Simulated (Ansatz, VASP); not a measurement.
**Te5Pd in VASP and in Ansatz**

```
Te Pd
1.0
     6.25795    0.00000    0.00000
     0.00000    6.25795    0.00000
     0.00000    0.00000    6.25795
Te Pd
5 1
Direct
  0.76389 0.76389 0.76389
  0.23611 0.23611 0.76389
  0.23611 0.76389 0.23611
  0.76389 0.23611 0.23611
  0.50000 0.50000 0.50000
  0.00000 0.00000 0.00000
```

Alike in both runs: functional PBE; k mesh 6 × 6 × 6; occupations gaussian, width 0.1 eV; no spin polarisation.

Ansatz relaxed the structure, and its values are those at the end. VASP's run is a single point on that final structure, the one shown.

|  | VASP | Ansatz |
| --- | --- | --- |
| version | VASP 6.6.1 | Ansatz 0.2.0 |
| potentials or method | VASP PAW PBE potentials, release 64 (Te, Pd), cutoff 520 eV | scalar-relativistic, plane waves, PAW |
| valence electrons in the cell | 40 | 98 |

|  | VASP | Ansatz | Ansatz less VASP |
| --- | --- | --- | --- |
| gap on the k mesh at the Fermi level (eV) | none | none | - |
| pressure (GPa) | -0.1 | 0.0 | +0.06 |
| rms of the force components (eV/Å) | 0.013 | 0.007 | -0.0061 |

A gap of «none» marks a metal or a gap that the smearing closes. VASP's potentials hold 40 valence electrons a cell and Ansatz's 98, so a difference there can come from the potentials and not from the codes.

Spin-orbit coupling is off throughout.
